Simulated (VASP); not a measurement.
# MgI2 (P-3m1) in VASP: a series of runs

MgI2 is run at these levels: PBE; tasks: single point.

All numbers are computed with VASP 6.6.1; they aren't measurements. Logs are shortened: lines on timing, memory, paths and dates and some standing lists are left out, and cuts for length are marked.

## 1. The cell of the first run

The structure is trigonal, space group P-3m1 (No. 164). Conventional cell: a = 4.162 Å, b = 4.162 Å, c = 7.727 Å, α = 90.00°, β = 90.00°, γ = 120.00°. Mg (site symmetry -3m) has 6 I at 2.84 Å within 3.7 Å. I (site symmetry 3m) has 3 Mg at 2.84 Å within 3.7 Å.

## 2. Single point, PBE

File INCAR:

```
SYSTEM = MgI2
PREC = Accurate
ENCUT = 520
EDIFF = 1E-6
ISMEAR = 0
SIGMA = 0.05
LREAL = .FALSE.
LASPH = .TRUE.
NELM = 100
ALGO = Normal
ISIF = 2
LWAVE = .FALSE.
LCHARG = .TRUE.
GGA = PE
LELF = .TRUE.
LVHAR = .TRUE.
NBANDS = 15
```

File KPOINTS:

```
regular mesh
0
G
  6 6 4
  0 0 0
```

File POSCAR:

```
MgI2
1.0
    4.1618263529      0.0000000000      0.0000000000
   -2.0809131765      3.6042473478      0.0000000000
    0.0000000000      0.0000000000      7.7274703875
Mg I
1 2
Direct
    0.0000000000      0.0000000000      0.0000000000
    0.3333333333      0.6666666667      0.8050686935
    0.6666666667      0.3333333333      0.1949313065
```

Potentials or basis: VASP PAW PBE potentials, release 64 (Mg, I).

The run is started by

```console
$ cat potpaw_PBE.64/Mg/POTCAR potpaw_PBE.64/I/POTCAR > POTCAR
$ mpirun -np 1 vasp_std > vasp.out
```

OUTCAR:

```text
SYSTEM = MgI2
   PREC = Accurate
   ENCUT = 520
   EDIFF = 1E-6
   ISMEAR = 0
   LREAL = .FALSE.
   LASPH = .TRUE.
   NELM = 100
   ISIF = 2
   GGA = PE

 ion  position               nearest neighbor table
   1  0.000  0.000  0.000-   2 2.84   3 2.84   3 2.84   2 2.84   3 2.84   2 2.84
   2  0.333  0.667  0.805-   1 2.84   1 2.84   1 2.84
   3  0.667  0.333  0.195-   1 2.84   1 2.84   1 2.84

  LATTYP: Found a hexagonal cell.
 ALAT       =     4.1618263529
 C/A-ratio  =     1.8567498334

  Lattice vectors:

 A1 = (   4.1618263529,   0.0000000000,   0.0000000000)
 A2 = (  -2.0809131765,   3.6042473478,   0.0000000000)
 A3 = (   0.0000000000,   0.0000000000,   7.7274703875)

Analysis of symmetry for initial positions (statically):
=====================================================================
 Subroutine PRICEL returns:
 Original cell was already a primitive cell.

 Routine SETGRP: Setting up the symmetry group for a
 hexagonal supercell.

 Subroutine GETGRP returns: Found 12 space group operations
 (whereof 12 operations were pure point group operations)
 out of a pool of 24 trial point group operations.

The static configuration has the point symmetry D_3d.

Analysis of symmetry for dynamics (positions and initial velocities):
=====================================================================
 Subroutine PRICEL returns:
 Original cell was already a primitive cell.

 Routine SETGRP: Setting up the symmetry group for a
 hexagonal supercell.

 Subroutine GETGRP returns: Found 12 space group operations
 (whereof 12 operations were pure point group operations)
 out of a pool of 24 trial point group operations.

The dynamic configuration has the point symmetry D_3d.

 Subroutine INISYM returns: Found 12 space group operations
 (whereof 12 operations are pure point group operations),
 and found     1 'primitive' translations

----------------------------------------------------------------------------------------

                                     Primitive cell

  volume of cell :     115.9140

  direct lattice vectors                    reciprocal lattice vectors
     4.161826353  0.000000000  0.000000000     0.240279126  0.138725218  0.000000000
    -2.080913177  3.604247348  0.000000000     0.000000000  0.277450437  0.000000000
     0.000000000  0.000000000  7.727470388     0.000000000  0.000000000  0.129408454

  length of vectors
     4.161826353  4.161826353  7.727470388     0.277450437  0.277450437  0.129408454

  position of ions in fractional coordinates (direct lattice)
     0.000000000  0.000000000  0.000000000
     0.333333333  0.666666667  0.805068693
     0.666666667  0.333333333  0.194931307

  ion indices of the primitive-cell ions
   primitive index   ion index
                 1           1
                 2           2
                 3           3

----------------------------------------------------------------------------------------

 KPOINTS: regular mesh

Automatic generation of k-mesh.
 Grid dimensions read from file:
 generate k-points for:    6    6    4

 Generating k-lattice:

  Cartesian coordinates                     Fractional coordinates (reciprocal lattice)
     0.040046521  0.023120870  0.000000000     0.166666667 -0.000000000  0.000000000
     0.000000000  0.046241739  0.000000000     0.000000000  0.166666667  0.000000000
     0.000000000  0.000000000  0.032352114     0.000000000  0.000000000  0.250000000

  Length of vectors
     0.046241739  0.046241739  0.032352114

  Shift w.r.t. Gamma in fractional coordinates (k-lattice)
     0.000000000  0.000000000  0.000000000

 Subroutine IBZKPT returns following result:
 ===========================================

 Found     24 irreducible k-points:

 Following reciprocal coordinates:
            Coordinates               Weight
  0.000000  0.000000  0.000000      1.000000
  0.166667  0.000000  0.000000      6.000000
  0.333333  0.000000  0.000000      6.000000
  0.500000  0.000000  0.000000      3.000000
  0.166667  0.166667  0.000000      6.000000
  0.333333  0.166667  0.000000     12.000000
[... 16 lines left out ...]
  0.333333  0.166667  0.500000     12.000000
  0.333333  0.333333  0.500000      2.000000
   k-points           NKPTS =     24   k-points in BZ     NKDIM =     24   number of bands    NBANDS=     15
   number of dos      NEDOS =    301   number of ions     NIONS =      3
   total plane-waves  NPLWV =  61440
   dimension x,y,z NGX =    32 NGY =   32 NGZ =   60
   dimension x,y,z NGXF=    64 NGYF=   64 NGZF=  120
   ions per type =               1   2
   NGX,Y,Z   is equivalent  to a cutoff of  12.78, 12.78, 12.91 a.u.
   NGXF,Y,Z  is equivalent  to a cutoff of  25.57, 25.57, 25.82 a.u.
 SYSTEM =  MgI2
   PREC   = accura    normal or accurate (medium, high low for compatibility)
   ISTART =      0    job   : 0-new  1-cont  2-samecut
   ICHARG =      2    charge: 1-file 2-atom 10-const
   ISPIN  =      1    spin polarized calculation?
   LNONCOLLINEAR =      F non collinear calculations
   LSORBIT =      F    spin-orbit coupling
   LASPH  =      T    aspherical Exc in radial PAW
   ENCUT  =  520.0 eV  38.22 Ry    6.18 a.u.   7.74  7.74 14.37*2*pi/ulx,y,z
   NELM   =    100;   NELMIN=  2; NELMDL= -5     # of ELM steps
   EDIFF  = 0.1E-05   stopping-criterion for ELM
   LREAL  =      F    real-space projection
   EDIFFG = 0.1E-04   stopping-criterion for IOM
   NSW    =      0    number of steps for IOM
   IBRION =     -1    ionic relax: 0-MD 1-quasi-New 2-CG
   NFREE  =      0    steps in history (QN), initial steepest desc. (CG)
   ISIF   =      2    stress and relaxation
   ISYM   =      2    0-nonsym 1-usesym 2-fastsym
   POTIM  = 0.5000    time-step for ionic-motion
   TEBEG  =    0.0;   TEEND  =   0.0 temperature during run
   PSTRESS=    0.0 pullay stress
   NELECT =      16.0000    total number of electrons
   NUPDOWN=      -1.0000    fix difference up-down
   EMIN   =  10.00;   EMAX   =-10.00  energy-range for DOS
   EFERMI =   0.00;   METHOD = LEGACY
   ISMEAR =     0;   SIGMA  =   0.05  broadening in eV -4-tet -1-fermi 0-gaus
   EFERMI_NEDOS =   21; number of points for ismear=-14 and -15
   IALGO  =     38    algorithm
   IMIX   =      4    mixing-type and parameters
     AMIX     =   0.40;   BMIX     =  1.00
     AMIX_MAG =   1.60;   BMIX_MAG =  1.00
  volume/ion in A,a.u.               =      38.64       260.74
  Fermi-wavevector in a.u.,A,eV,Ry     =   0.846063  1.598828  9.739365  0.715823
  Thomas-Fermi vector in A             =   1.961351
   LORBIT       =      0    0 simple, 1 ext, 2 COOP (PROOUT), +10 PAW based schemes
   GGA     = PE    functional components
   LHFCALC =     F    Hartree Fock is set to
   AEXX    =    0.0000 exact exchange contribution
   IVDW    =     0    specifies the selected vdW correction
   LEPSILON=     F    determine dielectric tensor
   LRPA    =     F    only Hartree local field effects (RPA)
 non-spin polarized calculation
 Gauss-broadening in eV      SIGMA  =   0.05
  energy-cutoff  :      520.00
  volume of cell :      115.91
 maximum number of plane-waves:      3134
 NGX is ok and might be reduce to    32
   NGX = 15   NGY = 15   NGZ = 29

 number of electron      16.0000001 magnetization

 Free energy of the ion-electron system (eV)
  ---------------------------------------------------
  ext. energy  EPLUGINS =         0.00000000
  ---------------------------------------------------
  free energy    TOTEN  =        -7.56003209 eV

  energy without entropy =       -7.56003209  energy(sigma->0) =       -7.56003209

 E-fermi :   1.3913     XC(G=0):  -7.4492

 val. band max:        1.1124459679   @ k =   0.1667   0.0000   0.0000
 cond. band min:       4.8805685899   @ k =   0.5000   0.0000   0.0000
 fundamental gap:      3.7681226220
 Fermi energy:         1.3912774200

 k-point     1 :       0.0000    0.0000    0.0000
  band No.  band energies     occupation
      1     -10.9783      2.00000
      2     -10.1289      2.00000
      3      -1.9182      2.00000
      4       0.5841      2.00000
      5       0.5841      2.00000
      6       1.0326      2.00000
      7       1.0368      2.00000
      8       1.0368      2.00000
      9       5.2254      0.00000
     10       5.9566      0.00000
     11       7.6983      0.00000
     12       7.6983      0.00000
     13       7.9120      0.00000
     14       9.1236      0.00000
     15       9.1236      0.00000

 k-point     2 :       0.1667    0.0000    0.0000
  band No.  band energies     occupation
      1     -10.8292      2.00000
      2     -10.0630      2.00000
      3      -1.8175      2.00000
      4      -0.4640      2.00000
      5       0.2548      2.00000
      6       0.2871      2.00000
      7       1.0049      2.00000
      8       1.1124      2.00000
      9       6.0162      0.00000
     10       6.4960      0.00000
     11       7.3257      0.00000
     12       8.2281      0.00000
     13       8.3337      0.00000
     14       9.0491      0.00000
     15       9.6137      0.00000

 k-point     3 :       0.3333    0.0000    0.0000
  band No.  band energies     occupation
      1     -10.4691      2.00000
      2      -9.9558      2.00000
      3      -2.1349      2.00000
      4      -1.5410      2.00000
      5      -0.3616      2.00000
      6      -0.2018      2.00000
      7       0.8130      2.00000
      8       0.8928      2.00000
      9       5.2877      0.00000
     10       6.7843      0.00000
     11       7.7149      0.00000
     12       8.7382      0.00000
     13       8.8276      0.00000
     14       9.6089      0.00000
     15       9.9716      0.00000
[... 343 lines left out ...]
 k-point    23 :       0.3333    0.1667    0.5000
  band No.  band energies     occupation
      1     -10.2237      2.00000
      2      -9.9470      2.00000
      3      -2.4013      2.00000
      4      -1.7330      2.00000
      5      -0.9694      2.00000
      6      -0.2090      2.00000
      7       0.4289      2.00000
      8       0.8100      2.00000
      9       5.8088      0.00000
     10       7.1920      0.00000
     11       7.8513      0.00000
     12       8.1428      0.00000
     13       8.5454      0.00000
     14       9.7264      0.00000
     15      10.2466      0.00000

 k-point    24 :       0.3333    0.3333    0.5000
  band No.  band energies     occupation
      1     -10.0185      2.00000
      2     -10.0185      2.00000
      3      -2.3191      2.00000
      4      -1.5815      2.00000
      5      -1.5815      2.00000
      6      -0.7784      2.00000
      7       0.6531      2.00000
      8       0.6531      2.00000
      9       6.3389      0.00000
     10       7.7593      0.00000
     11       7.7593      0.00000
     12       9.0599      0.00000
     13       9.0975      0.00000
     14       9.6216      0.00000
     15       9.6216      0.00000

------------------------ aborting loop because EDIFF is reached ----------------------------------------

  FORCE on cell =-STRESS in cart. coord.  units (eV):
  Direction    XX          YY          ZZ          XY          YZ          ZX
  --------------------------------------------------------------------------------------
  -------------------------------------------------------------------------------------
  Total        2.0490148      2.0490148      3.0640068     -0.0000000      0.0000000     -0.0000000
  in kB       28.3217305     28.3217305     42.3510726     -0.0000000      0.0000000     -0.0000000
  external PRESSURE =      32.9981779 kB  Pullay stress =       0.0000000 kB

 VOLUME and BASIS-vectors are now :
 -----------------------------------------------------------------------------
  energy-cutoff  :      520.00
  volume of cell :      115.91
      direct lattice vectors                 reciprocal lattice vectors
     4.161826353  0.000000000  0.000000000     0.240279126  0.138725218  0.000000000
    -2.080913177  3.604247348  0.000000000     0.000000000  0.277450437  0.000000000
     0.000000000  0.000000000  7.727470388     0.000000000  0.000000000  0.129408454

 POSITION                                       TOTAL-FORCE (eV/Angst)
 -----------------------------------------------------------------------------------
      0.00000      0.00000      0.00000        -0.000000      0.000000      0.000000
     -0.00000      2.40283      6.22114         0.000000      0.000000     -1.022186
      2.08091      1.20142      1.50633        -0.000000      0.000000      1.022186
 -----------------------------------------------------------------------------------
    total drift:                                0.000000      0.000000      0.000000

  FREE ENERGIE OF THE ION-ELECTRON SYSTEM (eV)
  ---------------------------------------------------
  free  energy   TOTEN  =        -7.5600320867 eV

  energy  without entropy=       -7.5600320867  energy(sigma->0) =       -7.56003209
```

Wall time 23 s (1 thread of AMD EPYC 9R45 (Zen 5), shared host); peak memory 0.21 GiB.

What came out:

* Free energy: -7.5600 eV
* Pressure: 3.3 GPa
* Largest force: 1.022 eV/Å
* Band gap on the k mesh: 3.77 eV, indirect (least direct gap 4.18 eV)

Forces in eV/Å, atoms in the order of the input:
```
Mg   0.000  0.000  0.000
I    0.000  0.000 -1.022
I    0.000  0.000  1.022
```

Caveat: spin-orbit coupling is left out, which moves the levels of the heavy elements; this functional lacks dispersion, which binds the layers, so the pressure and a relaxed spacing across them are unreliable; forces of over 1 eV/Å act on the atoms, so gaps and moduli don't describe the material at rest. A k mesh can miss the band edges.

[end of part 1 of 2]
